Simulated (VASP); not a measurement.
# Ge4F in VASP: single point with PBE+D3(BJ)

Aim: the single point of Ge4F with PBE+D3(BJ).

Program: VASP 6.6.1. These are calculated values, not measurements. Logs are shortened: lines on timing, memory, paths and dates and some standing lists are left out, and cuts for length are marked.

**1. The cell of the first run**

The cell holds a slab with vacuum, 5 atoms: a = 4.030 Å, b = 4.030 Å, c = 21.642 Å, α = 90.00°, β = 90.00°, γ = 90.00°.

**2. Single point, PBE+D3(BJ)**

Input file INCAR:

```
PREC = Accurate
ENCUT = 520
EDIFF = 1E-6
ISMEAR = 0
SIGMA = 0.1
LREAL = False
LASPH = True
NELM = 100
ALGO = Normal
ISIF = 2
LWAVE = False
LCHARG = True
LDIPOL = True
IDIPOL = 3
DIPOL = 0.5 0.5 0.336
GGA = PE
IVDW = 12
LELF = True
LVHAR = True
LVACPOTAV = True
NBANDS = 40
```

Input file KPOINTS:

```
regular mesh
0
Gamma
  7 7 1
```

Input file POSCAR:

```
Ge4F
1.0
    4.0303587907      0.0000000000      0.0000000000
    0.0000000000      4.0303587907      0.0000000000
    0.0000000000      0.0000000000     21.6416627718
Ge F
4 1
Direct
    0.0000000000      0.5000000000      0.1848286817
    0.0000000000      0.0000000000      0.2506714513
    0.5000000000      0.0000000000      0.3196569899
    0.5000000000      0.5000000000      0.3854446333
    0.7500000000      0.7500000000      0.5379282957
```

Potentials or basis: VASP PAW PBE potentials, release 64 (Ge_d, F).

Command:

```bash
cat potpaw_PBE.64/Ge_d/POTCAR potpaw_PBE.64/F/POTCAR > POTCAR
mpirun -np 1 vasp_std > vasp.out
```

OUTCAR:

```text
PREC = Accurate
   ENCUT = 520
   EDIFF = 1E-6
   ISMEAR = 0
   LREAL = False
   LASPH = True
   NELM = 100
   ISIF = 2
   GGA = PE
   IVDW = 12
 IVDW          = 12

 ion  position               nearest neighbor table
   1  0.000  0.500  0.185-   2 2.47   2 2.47
   2  0.000  0.000  0.251-   1 2.47   1 2.47   3 2.51   3 2.51
   3  0.500  0.000  0.320-   4 2.47   4 2.47   2 2.51   2 2.51
   4  0.500  0.500  0.385-   3 2.47   3 2.47
   5  0.750  0.750  0.538-

  LATTYP: Found a simple tetragonal cell.
 ALAT       =     4.0303587907
 C/A-ratio  =     5.3696615849

  Lattice vectors:

 A1 = (   4.0303587907,   0.0000000000,   0.0000000000)
 A2 = (   0.0000000000,   4.0303587907,   0.0000000000)
 A3 = (   0.0000000000,   0.0000000000,  21.6416627718)

Analysis of symmetry for initial positions (statically):
=====================================================================
 Subroutine PRICEL returns:
 Original cell was already a primitive cell.

 Routine SETGRP: Setting up the symmetry group for a
 simple tetragonal supercell.

 Subroutine GETGRP returns: Found  1 space group operations
 (whereof  1 operations were pure point group operations)
 out of a pool of 16 trial point group operations.

The static configuration has the point symmetry C_1 .

Analysis of symmetry for dynamics (positions and initial velocities):
=====================================================================
 Subroutine PRICEL returns:
 Original cell was already a primitive cell.

 Routine SETGRP: Setting up the symmetry group for a
 simple tetragonal supercell.

 Subroutine GETGRP returns: Found  1 space group operations
 (whereof  1 operations were pure point group operations)
 out of a pool of 16 trial point group operations.

The dynamic configuration has the point symmetry C_1 .

 Subroutine INISYM returns: Found  1 space group operations
 (whereof  1 operations are pure point group operations),
 and found     1 'primitive' translations

----------------------------------------------------------------------------------------

                                     Primitive cell

  volume of cell :     351.5427

  direct lattice vectors                    reciprocal lattice vectors
     4.030358791  0.000000000  0.000000000     0.248116868  0.000000000  0.000000000
     0.000000000  4.030358791  0.000000000     0.000000000  0.248116868  0.000000000
     0.000000000  0.000000000 21.641662772     0.000000000  0.000000000  0.046207170

  length of vectors
[... 94 lines left out ...]
   ISYM   =      2    0-nonsym 1-usesym 2-fastsym
   POTIM  = 0.5000    time-step for ionic-motion
   TEBEG  =    0.0;   TEEND  =   0.0 temperature during run
   PSTRESS=    0.0 pullay stress
   NELECT =      63.0000    total number of electrons
   NUPDOWN=      -1.0000    fix difference up-down
   EMIN   =  10.00;   EMAX   =-10.00  energy-range for DOS
   EFERMI =   0.00;   METHOD = LEGACY
   ISMEAR =     0;   SIGMA  =   0.10  broadening in eV -4-tet -1-fermi 0-gaus
   EFERMI_NEDOS =   21; number of points for ismear=-14 and -15
   IALGO  =     38    algorithm
   IMIX   =      4    mixing-type and parameters
     AMIX     =   0.40;   BMIX     =  1.00
     AMIX_MAG =   1.60;   BMIX_MAG =  1.00
  volume/ion in A,a.u.               =      70.31       474.47
  Fermi-wavevector in a.u.,A,eV,Ry     =   0.922987  1.744193 11.590876  0.851905
  Thomas-Fermi vector in A             =   2.048574
   LORBIT       =      0    0 simple, 1 ext, 2 COOP (PROOUT), +10 PAW based schemes
   GGA     = PE    functional components
   LHFCALC =     F    Hartree Fock is set to
   AEXX    =    0.0000 exact exchange contribution
   IVDW    =    12    specifies the selected vdW correction
   LEPSILON=     F    determine dielectric tensor
   LRPA    =     F    only Hartree local field effects (RPA)
 non-spin polarized calculation
 Gauss-broadening in eV      SIGMA  =   0.10
  energy-cutoff  :      520.00
  volume of cell :      351.54
 maximum number of plane-waves:      9517
 NGX is ok and might be reduce to    30
   NGX = 15   NGY = 15   NGZ = 81

 number of electron      62.9999894 magnetization

 dipolmoment           0.000000      0.000000      0.503443 electrons x Angstroem

 Free energy of the ion-electron system (eV)
  ---------------------------------------------------
  ext. energy  EPLUGINS =         0.00000000
  ---------------------------------------------------
  free energy    TOTEN  =       -16.51310488 eV

  energy without entropy =      -16.44037987  energy(sigma->0) =      -16.47674238

 E-fermi :  -4.2309     XC(G=0):  -3.9033

 val. band max:       -4.2419756188   @ k =  -0.4286   0.2857   0.0000
 cond. band min:      -4.2272786677   @ k =  -0.4286   0.4286   0.0000
 fundamental gap:      0.0146969511
 Fermi energy:        -4.2309336999

 k-point     1 :       0.0000    0.0000    0.0000
  band No.  band energies     occupation
      1     -28.8130      2.00000
      2     -28.7810      2.00000
      3     -28.7311      2.00000
      4     -28.7205      2.00000
      5     -28.6644      2.00000
      6     -28.5537      2.00000
[... 1021 lines left out ...]
     39       2.1530      0.00000
     40       2.7434      0.00000

 [... further k-points ...]

------------------------ aborting loop because EDIFF is reached ----------------------------------------

 Edisp (eV)   -0.88090

 E8    (eV) :    -0.4076

  FORCE on cell =-STRESS in cart. coord.  units (eV):
  Direction    XX          YY          ZZ          XY          YZ          ZX
  --------------------------------------------------------------------------------------
  -------------------------------------------------------------------------------------
  Total      -2.12236     0.33439    -2.19631    -0.08898    -0.37507    -0.31793
  in kB      -9.67280     1.52402   -10.00983    -0.40552    -1.70938    -1.44899
  external pressure =       -6.05 kB  Pullay stress =        0.00 kB

 VOLUME and BASIS-vectors are now :
 -----------------------------------------------------------------------------
  energy-cutoff  :      520.00
  volume of cell :      351.54
      direct lattice vectors                 reciprocal lattice vectors
     4.030358791  0.000000000  0.000000000     0.248116868  0.000000000  0.000000000
     0.000000000  4.030358791  0.000000000     0.000000000  0.248116868  0.000000000
     0.000000000  0.000000000 21.641662772     0.000000000  0.000000000  0.046207170

 POSITION                                       TOTAL-FORCE (eV/Angst)
 -----------------------------------------------------------------------------------
      0.00000      2.01518      4.00000        -0.000175      0.013159     -0.083478
      0.00000      0.00000      5.42495         0.008119      0.011408      0.094897
      2.01518      0.00000      6.91791         0.045431     -0.041204      0.028148
      2.01518      2.01518      8.34166         0.016431      0.120864      0.633315
      3.02277      3.02277     11.64166        -0.069805     -0.104227     -0.672883
 -----------------------------------------------------------------------------------
    total drift:                               -0.000050     -0.000008     -0.002042

  FREE ENERGIE OF THE ION-ELECTRON SYSTEM (eV)
  ---------------------------------------------------
  free  energy   TOTEN  =       -17.3940094707 eV

  energy  without entropy=      -17.3212844603  energy(sigma->0) =      -17.35764697

 vacuum level on the upper side and lower side of the slab         6.256         0.648
```

OSZICAR:

```text
N       E                     dE             d eps       ncg     rms          rms(c)
DAV:   1     0.581090673382E+03    0.58109E+03   -0.32040E+04  2480   0.237E+03
DAV:   2     0.802555685003E+02   -0.50084E+03   -0.48418E+03  2400   0.626E+02
DAV:   3    -0.154278201840E+02   -0.95683E+02   -0.93757E+02  2736   0.191E+02
[... 22 lines left out ...]
DAV:  26    -0.165130947448E+02   -0.21272E-04   -0.68320E-06  2176   0.190E-02    0.354E-03
DAV:  27    -0.165131011460E+02   -0.64011E-05   -0.22207E-06  1624   0.205E-02    0.163E-02
DAV:  28    -0.165131035363E+02   -0.23903E-05   -0.43839E-06  1600   0.215E-02    0.861E-03
DAV:  29    -0.165131046108E+02   -0.10745E-05   -0.11404E-06  1592   0.708E-03    0.220E-03
DAV:  30    -0.165131048810E+02   -0.27017E-06   -0.29255E-07  1536   0.445E-03
   1 F= -.17394009E+02 E0= -.17357647E+02  d E =-.727250E-01
```

It took 19 min on 1 thread of Intel Xeon 8259CL, shared host; peak memory 0.56 GiB.

What came out:

- Free energy: -17.3940 eV
- Largest force: 0.684 eV/Å
- Band gap on the k mesh: zero (an odd number of electrons rules out a gap without spin polarisation)
- Dispersion energy per atom: -0.176 eV

Forces in eV/Å, atoms in the order of the input:
```
Ge   0.000  0.013 -0.083
Ge   0.008  0.011  0.095
Ge   0.045 -0.041  0.028
Ge   0.016  0.121  0.633
F   -0.070 -0.104 -0.673
```

Caveat: an odd number of electrons without spin polarisation forces a metal; a magnetic or distorted state may lie lower.
